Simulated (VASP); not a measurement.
Input of a VASP 6.6.1 run:

The input INCAR:

```
  ALGO = Normal
  EDIFF = 1E-7
  ENCUT = 520
  GGA = PS
  ISIF = 2
  ISMEAR = -1
  LASPH = True
  LCHARG = True
  LELF = True
  LREAL = False
  LVHAR = True
  LWAVE = False
  NBANDS = 13
  NELM = 80
  PREC = Accurate
  SIGMA = 0.1
```

The input KPOINTS:

```
k-points
0
Gamma
  15 15 15
```

The input POSCAR:

```
Mo
1.0
    0.0000000000      2.0567565178      2.0567565178
    2.0567565178      0.0000000000      2.0567565178
    2.0567565178      2.0567565178      0.0000000000
Mo
1
Direct
    0.0000000000      0.0000000000      0.0000000000
```

Potentials or basis: VASP PAW PBE potentials, release 64 (Mo_sv).

Run with:

```bash
$ cat potpaw_PBE.64/Mo_sv/POTCAR > POTCAR
$ mpirun -np 1 vasp_std > vasp.out
```

(1) Estimate the band gap on the k mesh.

(2) What does it give for the pressure?

Answers

(1) zero (bands 7 and 8 overlap by 3.98 eV).

(2) -22.6 GPa.

Caveat: the cell stands under tension; the PAW data sets were made with another functional, which shifts forces and pressure a little.
